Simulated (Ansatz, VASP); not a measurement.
# Pt in VASP and in Ansatz

Contents of INCAR:

```
PREC = Accurate
ENCUT = 500
EDIFF = 1E-6
ISMEAR = -1
SIGMA = 0.05
LREAL = False
LASPH = True
NELM = 120
ALGO = Normal
ISIF = 2
LWAVE = False
LCHARG = False
GGA = B5
ALDAX = 1.0
AGGAX = 1.0
AGGAC = 1.0
ALDAC = 0.0
NBANDS = 15
GGA_COMPAT = False
```

Contents of KPOINTS:

```
regular mesh
0
Gamma
  12 12 12
```

The input POSCAR:

```
Pt
1.0
   -1.5842200000      1.5842200000      1.5842200000
    1.5842200000     -1.5842200000      1.5842200000
    1.5842200000      1.5842200000     -1.5842200000
Pt
1
Direct
    0.0000000000      0.0000000000      0.0000000000
```

Input for Ansatz:

```yaml
crystal:
  lattice:
    - [-1.58422, 1.58422, 1.58422]
    - [1.58422, -1.58422, 1.58422]
    - [1.58422, 1.58422, -1.58422]
  atoms:
    - { symbol: Pt, position: [0.0, 0.0, 0.0] }
kpoints:
  mp_grid:
    grid: [12, 12, 12]
hamiltonian:
  xc: blyp
  pseudopotentials:
    kind: paw
scf:
  occupations:
    method: fermi_dirac
    width: 0.05
output:
  stress: true
```

Alike in both runs: task single point; functional BLYP; k mesh 12 × 12 × 12; occupations fermi-dirac, width 0.05 eV; no spin polarisation.

|  | VASP | Ansatz |
| --- | --- | --- |
| version | VASP 6.6.1 | Ansatz 0.2.0 |
| potentials or method | VASP PAW PBE potentials, release 64 (Pt_sv_GW) | plane waves, PAW |
| plane-wave cutoff (eV) | 500 | 420 |
| valence electrons in the cell | 18 | 18 |

```tsv
	VASP	Ansatz	Ansatz less VASP
pressure (GPa)	10.7	12.4	+1.73
```

VASP's potentials were made for PBE, not for BLYP.

Neither program's run includes spin-orbit coupling.
